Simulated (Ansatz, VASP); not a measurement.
**Sn in VASP and in Ansatz**

Contents of INCAR:

```
PREC = Accurate
ENCUT = 520
EDIFF = 1E-6
ISMEAR = 0
SIGMA = 0.15
LREAL = False
LASPH = True
NELM = 100
ALGO = Fast
ISIF = 2
LWAVE = False
LCHARG = False
GGA = PS
NBANDS = 21
```

Contents of KPOINTS:

```
Automatic mesh
0
Gamma
  18 18 18
```

POSCAR

```
Sn
1.0
   -2.9804213574      2.9804213574      1.5563644397
    2.9804213574     -2.9804213574      1.5563644397
    2.9804213574      2.9804213574     -1.5563644397
Sn
2
Direct
    0.7500000000      0.2500000000      0.5000000000
    0.0000000000      0.0000000000      0.0000000000
```

Input for Ansatz:

```yaml
crystal:
  lattice:
    - [-2.9804213574, 2.9804213574, 1.5563644397]
    - [2.9804213574, -2.9804213574, 1.5563644397]
    - [2.9804213574, 2.9804213574, -1.5563644397]
  atoms:
    - { symbol: Sn, position: [0.75, 0.25, 0.5] }
    - { symbol: Sn, position: [0.0, 0.0, 0.0] }
basis:
  ecutwfc: 420
kpoints:
  mp_grid: { grid: [18, 18, 18] }
hamiltonian:
  xc: pbesol
scf:
  occupations: { method: gaussian, width: 0.15 }
output:
  forces: true
  stress: true
  eigenvalues: true
```

Alike in both runs: task single point; functional PBEsol; k mesh 18 × 18 × 18; occupations gaussian, width 0.15 eV; no spin polarisation.

|  | VASP | Ansatz |
| --- | --- | --- |
| version | VASP 6.6.1 | Ansatz 0.2.0 |
| potentials or method | VASP PAW PBE potentials, release 64 (Sn_d), cutoff 520 eV | scalar-relativistic, plane waves, PAW |
| valence electrons in the cell | 28 | 28 |

```csv
,VASP,Ansatz,Ansatz less VASP
gap on the k mesh at the Fermi level (eV),none,none,-
pressure (GPa),-1.5,-1.4,+0.06
"traceless stress, the component that is largest in VASP (GPa)",1.30,1.30,+0.003
```

VASP's potentials were made for PBE, not for PBEsol. A gap of «none» marks a metal or a gap that the smearing closes. With one functional, cell and mesh, what is left measures potentials, basis and numerics.
